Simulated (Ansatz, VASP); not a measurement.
**InSb in VASP and in Ansatz**

```
In Sb
1.0
     0.00000    3.30410    3.30410
     3.30410    0.00000    3.30410
     3.30410    3.30410    0.00000
In Sb
1 1
Direct
  0.00000 0.00000 0.00000
  0.75000 0.75000 0.75000
```

Alike in both runs: task single point; functional PBEsol; k mesh 6 × 6 × 6; occupations gaussian, width 0.05 eV; no spin polarisation.

|  | VASP | Ansatz |
| --- | --- | --- |
| version | VASP 6.6.1 | Ansatz 0.2.0 |
| potentials or method | VASP PAW PBE potentials, release 64 (In_d, Sb), cutoff 520 eV | scalar-relativistic, plane waves, PAW |
| valence electrons in the cell | 18 | 28 |

```csv
,VASP,Ansatz,Ansatz less VASP
gap on the k mesh at the Fermi level (eV),none,none,-
pressure (GPa),-1.5,-1.5,-0.01
```

VASP's potentials were made for PBE, not for PBEsol. A gap of «none» marks a metal or a gap that the smearing closes. With one functional, cell and mesh, what is left measures potentials, basis and numerics. VASP's potentials hold 18 valence electrons a cell and Ansatz's 28, so a difference there can come from the potentials and not from the codes.

Spin-orbit coupling is off throughout.
